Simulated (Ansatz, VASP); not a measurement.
## Nb in VASP and in Ansatz

```
Nb
1.0
    -1.65491    1.65491    1.65491
     1.65491   -1.65491    1.65491
     1.65491    1.65491   -1.65491
Nb
1
Direct
  0.00000 0.00000 0.00000
```

Alike in both runs: functional PBE; k mesh 16 × 16 × 16; occupations fermi-dirac, width 0.08 eV; no spin polarisation.

Ansatz relaxed the structure, and its values are those at the end. VASP's run is a single point on that final structure, the one shown.

```csv
,VASP,Ansatz
version,VASP 6.6.1,Ansatz 0.2.0
potentials or method,"VASP PAW PBE potentials, release 64 (Nb_sv)","PAW with Ansatz's default frozen-core files, scalar-relativistic"
plane-wave cutoff (eV),520,420
valence electrons in the cell,13,13
```

|  | VASP | Ansatz | Ansatz less VASP |
| --- | --- | --- | --- |
| pressure (GPa) | -0.3 | 0.0 | +0.32 |
